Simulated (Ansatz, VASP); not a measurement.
## Te: VASP beside Ansatz

```xyz
3
Lattice="4.4580 0.0000 0.0000 -2.2290 3.8607 0.0000 0.0000 0.0000 6.0435" Properties=species:S:1:pos:R:3 pbc="T T T"
Te    3.3212    0.0000    2.0145
Te   -1.6606    2.8763    4.0290
Te    0.5684    0.9845    0.0000
```

Change from the starting cell: zz strain of +2 %.

Alike in both runs: task single point; functional PBE; k mesh 9 × 9 × 6; occupations fermi-dirac, width 0.08 eV; no spin polarisation.

|  | VASP | Ansatz |
| --- | --- | --- |
| version | VASP 6.6.1 | Ansatz 0.2.0 |
| potentials or method | VASP PAW PBE potentials, release 64 (Te), cutoff 520 eV | all-electron LAPW, scalar-relativistic |

VASP gave:

```
pressure (GPa)                     : 1.8
rms of the force components (eV/Å) : 0.264
```

**Question.** What did Ansatz give for the same quantities?

**Answer.** Pressure (GPa): 1.7; rms of the force components (eV/Å): 0.253.

Atom by atom the forces differ by 0.011 eV/Å (rms over components). Ansatz ran all-electron here, and VASP with PAW potentials.

Spin-orbit coupling is off throughout.
